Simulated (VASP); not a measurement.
TePb (CsCl type), 2 atoms in the cell. Symmetry: Pm-3m, No. 221, cubic system. Conventional cell: a = 3.274 Å, b = 3.274 Å, c = 3.274 Å, α = 90.00°, β = 90.00°, γ = 90.00°. Within 3.7 Å of Pb (site symmetry m-3m) lie 8 Te at 2.84 Å and 6 Pb at 3.27 Å. Te (site symmetry m-3m) has 8 Pb at 2.84 Å and 6 Te at 3.27 Å within 3.7 Å.  This cell differs from its parent crystal: volume scaled by 0.55.

| Item | Value |
| --- | --- |
| Program | VASP 6.6.1 |
| Task | density of states |
| Functional | PBE |
| Potentials or basis | VASP PAW PBE potentials, release 64 (Pb_d, Te) |
| Cutoff | 520 eV |
| k mesh | 11 × 11 × 11 |
| Occupations | fermi-dirac, width 0.1 eV |
| Spin | no spin polarisation |
| Dipole correction | no |
| k mesh for the DOS | 17 × 17 × 17 |
| Occupations for the DOS | tetrahedron |
| Further INCAR settings | ALGO = Normal; EDIFF = 1e-07; NBANDS = 17 |

Potentials or basis: VASP PAW PBE potentials, release 64 (Pb_d, Te).

Command:

```console
$ cat potpaw_PBE.64/Pb_d/POTCAR potpaw_PBE.64/Te/POTCAR > POTCAR
$ cp INCAR.step1 INCAR
$ cp KPOINTS.step1 KPOINTS
$ mpirun -np 1 vasp_std > vasp.out
$ cp INCAR.step2 INCAR
$ cp KPOINTS.step2 KPOINTS
$ mpirun -np 1 vasp_std > vasp.out
```

Hardware: 1 thread of Intel(R) Xeon(R) 6975P-C (Granite Rapids) (shared host).

Q: How long does it take, and how much memory?

A: It took 22 s on 1 thread of Intel(R) Xeon(R) 6975P-C (Granite Rapids), on a shared host, peak memory 0.21 GiB. Counts: k points 165.
